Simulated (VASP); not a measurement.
# IrRu2 (I4/mmm) in VASP: single point with PBE

Aim: the single point of IrRu2 with PBE.

All numbers are computed with VASP 6.6.1; they aren't measurements. Logs are shortened: lines on timing, memory, paths and dates and some standing lists are left out, and cuts for length are marked.

## (1) The cell of the first run

The structure is tetragonal, space group I4/mmm (No. 139). Conventional cell: a = 2.706 Å, b = 2.706 Å, c = 11.492 Å, α = 90.00°, β = 90.00°, γ = 90.00°. Within 3.5 Å of Ru (site symmetry 4mm) lie 8 Ru at 2.68 to 2.71 Å and 4 Ir at 2.72 Å. Ir (site symmetry 4/mmm) has 4 Ir at 2.71 Å and 8 Ru at 2.72 Å within 3.6 Å.

## (2) Single point, PBE, collinear spin, ferromagnetic start

Contents of INCAR:

```
  ALGO = Fast
  EDIFF = 1E-7
  ENCUT = 520
  GGA = PE
  ISIF = 2
  ISMEAR = 0
  ISPIN = 2
  LASPH = T
  LCHARG = F
  LMAXMIX = 4
  LORBIT = 11
  LREAL = F
  LWAVE = F
  MAGMOM = 1 1 1
  NBANDS = 30
  NELM = 150
  PREC = Accurate
  SIGMA = 0.1
```

Contents of KPOINTS:

```
k-points
0
Gamma
  8 8 8
```

Contents of POSCAR:

```
IrRu2
1.0
   -1.3531298000      1.3531298000      5.7458812000
    1.3531298000     -1.3531298000      5.7458812000
    1.3531298000      1.3531298000     -5.7458812000
Ru Ir
2 1
Direct
    0.3313660000      0.3313660000      0.0000000000
    0.6686340000      0.6686340000      0.0000000000
    0.0000000000      0.0000000000      0.0000000000
```

Potentials or basis: VASP PAW PBE potentials, release 64 (Ru_pv, Ir).

Started as:

```
$ cat potpaw_PBE.64/Ru_pv/POTCAR potpaw_PBE.64/Ir/POTCAR > POTCAR
$ mpirun -np 1 vasp_std > vasp.out
```

OUTCAR:

```text
EDIFF = 1E-7
   ENCUT = 520
   GGA = PE
   ISIF = 2
   ISMEAR = 0
   ISPIN = 2
   LASPH = T
   LORBIT = 11
   LREAL = F
   NELM = 150
   PREC = Accurate

 ion  position               nearest neighbor table
   1  0.331  0.331  0.000-   2 2.68   2 2.68   2 2.68   2 2.68   3 2.72   3 2.72   3 2.72   3 2.72

   2  0.669  0.669  0.000-   1 2.68   1 2.68   1 2.68   1 2.68   3 2.72   3 2.72   3 2.72   3 2.72

   3  0.000  0.000  0.000-   2 2.72   2 2.72   2 2.72   1 2.72   2 2.72   1 2.72   1 2.72   1 2.72

  LATTYP: Found a body centered tetragonal cell.
 ALAT       =     2.7062596000
 C/A-ratio  =     4.2463636526

  Lattice vectors:

 A1 = (  -1.3531298000,   1.3531298000,   5.7458812000)
 A2 = (   1.3531298000,  -1.3531298000,   5.7458812000)
 A3 = (   1.3531298000,   1.3531298000,  -5.7458812000)

Analysis of symmetry for initial positions (statically):
=====================================================================
 Subroutine PRICEL returns:
 Original cell was already a primitive cell.

 Routine SETGRP: Setting up the symmetry group for a
 body centered tetragonal supercell.

 Subroutine GETGRP returns: Found 16 space group operations
 (whereof 16 operations were pure point group operations)
 out of a pool of 16 trial point group operations.

The static configuration has the point symmetry D_4h.

Analysis of symmetry for dynamics (positions and initial velocities):
=====================================================================
 Subroutine PRICEL returns:
 Original cell was already a primitive cell.

 Routine SETGRP: Setting up the symmetry group for a
 body centered tetragonal supercell.

 Subroutine GETGRP returns: Found 16 space group operations
 (whereof 16 operations were pure point group operations)
 out of a pool of 16 trial point group operations.

The dynamic configuration has the point symmetry D_4h.

Analysis of structural, dynamic, and magnetic symmetry:
=====================================================================
 Subroutine PRICEL returns:
 Original cell was already a primitive cell.

 Routine SETGRP: Setting up the symmetry group for a
 body centered tetragonal supercell.

 Subroutine GETGRP returns: Found 16 space group operations
 (whereof 16 operations were pure point group operations)
 out of a pool of 16 trial point group operations.

The overall configuration has the point symmetry D_4h.

 Subroutine INISYM returns: Found 16 space group operations
 (whereof 16 operations are pure point group operations),
 and found     1 'primitive' translations

----------------------------------------------------------------------------------------

                                     Primitive cell

  volume of cell :      42.0819

  direct lattice vectors                    reciprocal lattice vectors
    -1.353129800  1.353129800  5.745881200     0.000000000  0.369513701  0.087018854
     1.353129800 -1.353129800  5.745881200     0.369513701  0.000000000  0.087018854
     1.353129800  1.353129800 -5.745881200     0.369513701  0.369513701  0.000000000

  length of vectors
     6.056159780  6.056159780  6.056159780     0.379621728  0.379621728  0.522571287

  position of ions in fractional coordinates (direct lattice)
     0.331366000  0.331366000  0.000000000
     0.668634000  0.668634000  0.000000000
     0.000000000  0.000000000  0.000000000

  ion indices of the primitive-cell ions
   primitive index   ion index
                 1           1
                 2           2
                 3           3

----------------------------------------------------------------------------------------

 KPOINTS: k-points

Automatic generation of k-mesh.
 Grid dimensions read from file:
 generate k-points for:    8    8    8

 Generating k-lattice:

  Cartesian coordinates                     Fractional coordinates (reciprocal lattice)
     0.000000000  0.046189213  0.010877357     0.125000000  0.000000000 -0.000000000
     0.046189213  0.000000000  0.010877357     0.000000000  0.125000000 -0.000000000
     0.046189213  0.046189213  0.000000000     0.000000000  0.000000000  0.125000000

  Length of vectors
     0.047452716  0.047452716  0.065321411

  Shift w.r.t. Gamma in fractional coordinates (k-lattice)
     0.000000000  0.000000000  0.000000000

 Subroutine IBZKPT returns following result:
 ===========================================

 Found     59 irreducible k-points:

 Following reciprocal coordinates:
            Coordinates               Weight
  0.000000  0.000000  0.000000      1.000000
  0.125000 -0.000000  0.000000      8.000000
  0.250000 -0.000000  0.000000      8.000000
  0.375000 -0.000000  0.000000      8.000000
  0.500000 -0.000000  0.000000      4.000000
  0.125000  0.125000  0.000000      8.000000
[... 16 lines left out ...]
  0.250000  0.125000  0.125000     16.000000
  0.375000  0.125000  0.125000      8.000000
 [... further k-points ...]
   k-points           NKPTS =     59   k-points in BZ     NKDIM =     59   number of bands    NBANDS=     30
   number of dos      NEDOS =    301   number of ions     NIONS =      3
   total plane-waves  NPLWV = 110592
   dimension x,y,z NGX =    48 NGY =   48 NGZ =   48
   dimension x,y,z NGXF=    96 NGYF=   96 NGZF=   96
   ions per type =               2   1
   NGX,Y,Z   is equivalent  to a cutoff of  13.18, 13.18, 13.18 a.u.
   NGXF,Y,Z  is equivalent  to a cutoff of  26.35, 26.35, 26.35 a.u.
 SYSTEM =  unknown system
   PREC   = accura    normal or accurate (medium, high low for compatibility)
   ISTART =      0    job   : 0-new  1-cont  2-samecut
   ICHARG =      2    charge: 1-file 2-atom 10-const
   ISPIN  =      2    spin polarized calculation?
   LNONCOLLINEAR =      F non collinear calculations
   LSORBIT =      F    spin-orbit coupling
   LASPH  =      T    aspherical Exc in radial PAW
   ENCUT  =  520.0 eV  38.22 Ry    6.18 a.u.  11.26 11.26 11.26*2*pi/ulx,y,z
   NELM   =    150;   NELMIN=  2; NELMDL= -5     # of ELM steps
   EDIFF  = 0.1E-06   stopping-criterion for ELM
   LREAL  =      F    real-space projection
   EDIFFG = 0.1E-05   stopping-criterion for IOM
   NSW    =      0    number of steps for IOM
   IBRION =     -1    ionic relax: 0-MD 1-quasi-New 2-CG
   NFREE  =      0    steps in history (QN), initial steepest desc. (CG)
   ISIF   =      2    stress and relaxation
   ISYM   =      2    0-nonsym 1-usesym 2-fastsym
   POTIM  = 0.5000    time-step for ionic-motion
   TEBEG  =    0.0;   TEEND  =   0.0 temperature during run
   PSTRESS=    0.0 pullay stress
   NELECT =      37.0000    total number of electrons
   NUPDOWN=      -1.0000    fix difference up-down
   EMIN   =  10.00;   EMAX   =-10.00  energy-range for DOS
   EFERMI =   0.00;   METHOD = LEGACY
   ISMEAR =     0;   SIGMA  =   0.10  broadening in eV -4-tet -1-fermi 0-gaus
   EFERMI_NEDOS =   21; number of points for ismear=-14 and -15
   IALGO  =     68    algorithm
   IMIX   =      4    mixing-type and parameters
     AMIX     =   0.40;   BMIX     =  1.00
     AMIX_MAG =   1.60;   BMIX_MAG =  1.00
  volume/ion in A,a.u.               =      14.03        94.66
  Fermi-wavevector in a.u.,A,eV,Ry     =   1.568352  2.963756 33.466633  2.459728
  Thomas-Fermi vector in A             =   2.670396
   LORBIT       =     11    0 simple, 1 ext, 2 COOP (PROOUT), +10 PAW based schemes
   GGA     = PE    functional components
   LHFCALC =     F    Hartree Fock is set to
   AEXX    =    0.0000 exact exchange contribution
   IVDW    =     0    specifies the selected vdW correction
   LEPSILON=     F    determine dielectric tensor
   LRPA    =     F    only Hartree local field effects (RPA)
 spin polarized calculation
 RMM-DIIS sequential band-by-band and
 Gauss-broadening in eV      SIGMA  =   0.10
  energy-cutoff  :      520.00
  volume of cell :       42.08
 maximum number of plane-waves:      1152
 NGX is ok and might be reduce to    48
   NGX = 23   NGY = 23   NGZ = 23

 number of electron      36.9999999 magnetization       0.0002717

 number of electron      36.9999999 magnetization      -0.0000535

 Free energy of the ion-electron system (eV)
  ---------------------------------------------------
  ext. energy  EPLUGINS =         0.00000000
  ---------------------------------------------------
  free energy    TOTEN  =       -27.32928290 eV

  energy without entropy =      -27.31650604  energy(sigma->0) =      -27.32289447

 E-fermi :  11.6062     XC(G=0): -13.9602

 val. band max:       11.5999839064   @ k =   0.2500   0.1250   0.0000
 cond. band min:      11.6062729938   @ k =   0.5000   0.5000   0.0000
 fundamental gap:      0.0062890873
 Fermi energy:        11.6062190105

 spin component 1

 k-point     1 :       0.0000    0.0000    0.0000
  band No.  band energies     occupation
      1     -31.6834      1.00000
      2     -31.2473      1.00000
      3     -31.2473      1.00000
      4     -31.1860      1.00000
      5     -31.0459      1.00000
      6     -31.0459      1.00000
[... 22 lines left out ...]
     29      27.3264      0.00000
     30      27.9486      0.00000
[... 728 lines left out ...]
  band No.  band energies     occupation
      1     -31.7281      1.00000
      2     -31.7277      1.00000
      3     -31.3554      1.00000
      4     -31.3535      1.00000
      5     -31.2573      1.00000
      6     -31.2549      1.00000
[... 22 lines left out ...]
     29      22.8128      0.00000
     30      26.9963      0.00000

 [... further k-points ...]

 spin component 2

 k-point     1 :       0.0000    0.0000    0.0000
  band No.  band energies     occupation
      1     -31.6834      1.00000
      2     -31.2473      1.00000
      3     -31.2473      1.00000
      4     -31.1860      1.00000
      5     -31.0459      1.00000
      6     -31.0459      1.00000
[... 22 lines left out ...]
     29      27.3333      0.00000
     30      27.9485      0.00000
[... 728 lines left out ...]
  band No.  band energies     occupation
      1     -31.7281      1.00000
      2     -31.7277      1.00000
      3     -31.3554      1.00000
      4     -31.3535      1.00000
      5     -31.2573      1.00000
      6     -31.2549      1.00000
[... 22 lines left out ...]
     29      22.8127      0.00000
     30      26.9983      0.00000

 [... further k-points ...]
[... 5 lines left out ...]
  --------------------------------------------------------------------------------------
  -------------------------------------------------------------------------------------
  Total       -0.1720643     -0.1720643      0.2373941      0.0000000      0.0000000      0.0000000
  in kB       -6.5509732     -6.5509732      9.0382608      0.0000000      0.0000000      0.0000000
  external PRESSURE =      -1.3545619 kB  Pullay stress =       0.0000000 kB

 VOLUME and BASIS-vectors are now :
 -----------------------------------------------------------------------------
  energy-cutoff  :      520.00
  volume of cell :       42.08
      direct lattice vectors                 reciprocal lattice vectors
    -1.353129800  1.353129800  5.745881200     0.000000000  0.369513701  0.087018854
     1.353129800 -1.353129800  5.745881200     0.369513701  0.000000000  0.087018854
     1.353129800  1.353129800 -5.745881200     0.369513701  0.369513701  0.000000000

 POSITION                                       TOTAL-FORCE (eV/Angst)
 -----------------------------------------------------------------------------------
      0.00000      0.00000      3.80798         0.000000      0.000000      0.059580
      0.00000      0.00000      7.68378        -0.000000     -0.000000     -0.059580
      0.00000      0.00000      0.00000        -0.000000     -0.000000     -0.000000
 -----------------------------------------------------------------------------------
    total drift:                                0.000000     -0.000000      0.000000

  FREE ENERGIE OF THE ION-ELECTRON SYSTEM (eV)
  ---------------------------------------------------
  free  energy   TOTEN  =       -27.3292828987 eV

  energy  without entropy=      -27.3165060371  energy(sigma->0) =      -27.32289447

 total charge

# of ion       s       p       d       tot
------------------------------------------
    1        0.388   6.298   5.931  12.617
    2        0.388   6.298   5.931  12.617
    3        0.704   0.710   6.947   8.361
--------------------------------------------------
tot          1.480  13.307  18.810  33.596

 magnetization (x)

# of ion       s       p       d       tot
------------------------------------------
    1       -0.000  -0.000  -0.000  -0.000
    2       -0.000  -0.000  -0.000  -0.000
    3       -0.000  -0.000  -0.000  -0.000
--------------------------------------------------
tot         -0.000  -0.000  -0.000  -0.000
```

Wall time 27 min (1 thread of AMD EPYC 7R13 (Zen 3), shared host); peak memory 0.44 GiB.

What came out:

```yaml
Free_energy: -27.3293 eV
Pressure: -0.1 GPa
Largest_force: 0.060 eV/Å
Net_moment: 0.00 μB per cell
Valence_electrons_inside_the_program's_atomic_spheres: Ru 12.62; Ir 8.36
```

Forces in eV/Å, atoms in the order of the input:
```
Ru   0.000  0.000  0.060
Ru   0.000  0.000 -0.060
Ir   0.000  0.000  0.000
```

Stress tensor (GPa, compression positive):
```
-0.66  0.00  0.00
 0.00 -0.66  0.00
 0.00  0.00  0.90
```

Caveat: the k points lie up to 0.41 Å⁻¹ apart; spin-orbit coupling is left out, which moves the levels of the heavy elements.
